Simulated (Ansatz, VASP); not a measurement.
Ca: VASP beside Ansatz

Contents of INCAR:

```
SYSTEM = Ca
PREC = Accurate
ENCUT = 520
EDIFF = 1E-7
ISMEAR = 0
SIGMA = 0.15
LREAL = .FALSE.
LASPH = .TRUE.
NELM = 100
ALGO = Normal
ISIF = 2
LWAVE = .FALSE.
LCHARG = .TRUE.
GGA = PE
LELF = .TRUE.
LVHAR = .TRUE.
NBANDS = 11
```

File KPOINTS:

```
regular mesh
0
G
  14 14 14
  0 0 0
```

File POSCAR:

```
Ca
1.0
    0.0000000000      3.0177360000      2.6824320000
    3.0177360000      0.0000000000      2.6824320000
    3.0177360000      3.0177360000      0.0000000000
Ca
1
Direct
    0.0000000000      0.0000000000      0.0000000000
```

Input for Ansatz:

```yaml
crystal:
  lattice:
    - [0.0, 3.017736, 2.682432]
    - [3.017736, 0.0, 2.682432]
    - [3.017736, 3.017736, 0.0]
  atoms:
    - { symbol: Ca, position: [0.0, 0.0, 0.0] }
basis:
  ecutwfc: 420
kpoints:
  mp_grid: { grid: [14, 14, 14] }
hamiltonian:
  xc: pbe
scf:
  occupations: { method: gaussian, width: 0.15 }
output:
  forces: true
  stress: true
  eigenvalues: true
```

Change from the starting cell: strain +0.080 along x and y, -0.040 along z, atoms carried along.

Alike in both runs: task single point; functional PBE; k mesh 14 × 14 × 14; occupations gaussian, width 0.15 eV; no spin polarisation.

|  | VASP | Ansatz |
| --- | --- | --- |
| version | VASP 6.6.1 | Ansatz 0.2.0 |
| potentials or method | VASP PAW PBE potentials, release 64 (Ca_sv), cutoff 520 eV | scalar-relativistic, plane waves, PAW |
| valence electrons in the cell | 10 | 10 |

```csv
,VASP,Ansatz,Ansatz less VASP
gap on the k mesh at the Fermi level (eV),none,none,-
pressure (GPa),-2.0,-2.0,0.00
"traceless stress, the component that is largest in VASP (GPa)",0.23,0.23,0.000
```

A gap of «none» marks a metal or a gap that the smearing closes.
